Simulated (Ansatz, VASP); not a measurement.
**One calculation of Co, two programs**

File INCAR:

```
ALGO     = Normal         # electronic algorithm
EDIFF    = 1E-7           # SCF threshold, eV
ENCUT    = 520            # plane-wave cutoff, eV
GGA      = PS             # functional
ISIF     = 2              # what is computed and relaxed
ISMEAR   = -1             # smearing method
ISPIN    = 2              # spin polarisation
LASPH    = True           # aspherical terms in the spheres
LCHARG   = True           # write CHGCAR
LELF     = True           # ELF
LMAXMIX  = 4              # l up to which the mixer works
LORBIT   = 11             # projections on sites
LREAL    = False          # projectors in reciprocal space
LVHAR    = True         
LWAVE    = False          # write WAVECAR
MAGMOM   = 2 2            # initial moments
NBANDS   = 20             # bands
NELM     = 150            # most SCF steps
PREC     = Accurate       # precision mode
SIGMA    = 0.05           # smearing width, eV
```

The input KPOINTS:

```
k-points
0
Gamma
  19 19 10
```

Contents of POSCAR:

```
Co
1.0
    2.5439430942      0.0000000000      0.0000000000
   -1.2719715471      2.2031193454      0.0000000000
    0.0000000000      0.0000000000      4.1315075849
Co
2
Direct
    0.3333333333      0.6666666667      0.2500000000
    0.6666666667      0.3333333333      0.7500000000
```

Input for Ansatz:

```yaml
crystal:
  lattice:
    - [2.5439430942, 0.0, 0.0]
    - [-1.2719715471, 2.2031193454, 0.0]
    - [0.0, 0.0, 4.1315075849]
  atoms:
    - { symbol: Co, position: [0.3333333333, 0.6666666667, 0.25], spin: 2.0 }
    - { symbol: Co, position: [0.6666666667, 0.3333333333, 0.75], spin: 2.0 }
magnetization:
  spin_polarized: true
kpoints:
  mp_grid: { grid: [19, 19, 10] }
scf:
  occupations: { method: fermi_dirac, width: 0.05 }
hamiltonian:
  xc: pbesol
  pseudopotentials: { kind: all_electron, lapw: { basis_error: 0.0005 } }
output:
  forces: true
  stress: true
  eigenvalues: true
```

Change from the starting cell: volume scaled by 1.03.

Alike in both runs: task single point; functional PBEsol; k mesh 19 × 19 × 10; occupations fermi-dirac, width 0.05 eV; collinear spin.

|  | VASP | Ansatz |
| --- | --- | --- |
| version | VASP 6.6.1 | Ansatz 0.2.0 |
| potentials or method | VASP PAW PBE potentials, release 64 (Co), cutoff 520 eV | all-electron LAPW, scalar-relativistic |

Ansatz gave:

* pressure (GPa): -20.6
* traceless stress, the component that is largest in VASP (GPa): -0.63
* net moment per atom (μB): 1.67
* size of the moment on the site where the two differ most (μB): 1.72

Estimate VASP's values.

pressure (GPa): -20.9; traceless stress, the component that is largest in VASP (GPa): -0.78; net moment per atom (μB): 1.66; size of the moment on the site where the two differ most (μB): 1.68.

VASP's potentials were made for PBE, not for PBEsol. Site moments also hang on the region over which each program counts them. Ansatz ran all-electron here, and VASP with PAW potentials.
